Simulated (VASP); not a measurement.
Runs of VASP 6.6.1 on TiAl3. The structure is that of space group I4/mmm (No. 139), or close to it. The cells are those of the table. 

```csv
cell,cutoff (eV),gap on the mesh (eV),pressure (GPa)
"a = 4.798 Å, angles 135.5, 135.5, 64.7°, 4 atoms",520,none,24.9
"a = 4.959 Å, angles 135.6, 135.6, 64.6°, 4 atoms",520,none,7.9
"a = 5.011 Å, angles 135.6, 135.6, 64.6°, 4 atoms",520,none,(a)
"a = 5.234 Å, angles 135.7, 135.7, 64.4°, 4 atoms",550,none,(b)
"a = 4.636 Å, angles 135.5, 135.5, 64.7°, 4 atoms",520,none,50.0
```

Alike in all rows: task single point; level r2SCAN; potentials or basis VASP PAW PBE potentials, release 64 (Ti_sv, Al); no spin polarisation; k mesh 16 × 16 × 16; smearing gaussian 0.1 eV.

Estimate the missing entries.

(a) 3.6; (b) -9.2.

Caveats: the PAW data sets were made with another functional, which shifts forces and pressure a little; the cell stands under pressure (at least some runs); the cell stands under tension (at least some runs).

A gap of «none» marks levels without a gap at the run's occupations.
